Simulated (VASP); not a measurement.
Crystal: Li.

```
Li
1.0
     0.00000    2.20200    2.20200
     2.20200    0.00000    2.20200
     2.20200    2.20200    0.00000
Li
1
Direct
  0.00000 0.00000 0.00000
```

This isn't the form of Li at room conditions, which is bcc.

* Program: VASP 6.6.1
* Task: relaxation of cell and atoms
* Functional: BLYP
* Potentials or basis: VASP PAW PBE potentials, release 64 (Li_sv)
* Cutoff: 600 eV
* k mesh: 10 × 10 × 10
* Occupations: fermi-dirac, width 0.05 eV
* Spin: no spin polarisation

At the start: pressure -0.9 GPa; volume 21.35 Å³/atom.

Q: Where does the relaxation end?

A: Over 3 steps the energy falls by 4.2 meV/atom and the volume is 19.95 Å³/atom (-6.6 %); space group Fm-3m (No. 225, to 0.1 Å) before and after.

The path:
```tsv
step	energy change (eV)	largest force (eV/Å)	pressure (GPa)	volume (Å³)
1	0.0000	0.0000	-0.87	21.35
2	-0.0017	0.0000	-0.69	21.00
3	-0.0042	0.0000	-0.08	19.95
```

Final structure:
```xyz
1
Lattice="0.0000 2.1528 2.1528 2.1528 0.0000 2.1528 2.1528 2.1528 0.0000" Properties=species:S:1:pos:R:3 pbc="T T T"
Li    0.0000    0.0000    0.0000
```

Caveat: the cutoff is under 1.25 times the usual one of these potentials, so pressure, stress and relaxed cells hold a basis-set (Pulay) error; the PAW data sets were made with another functional, which shifts forces and pressure a little.
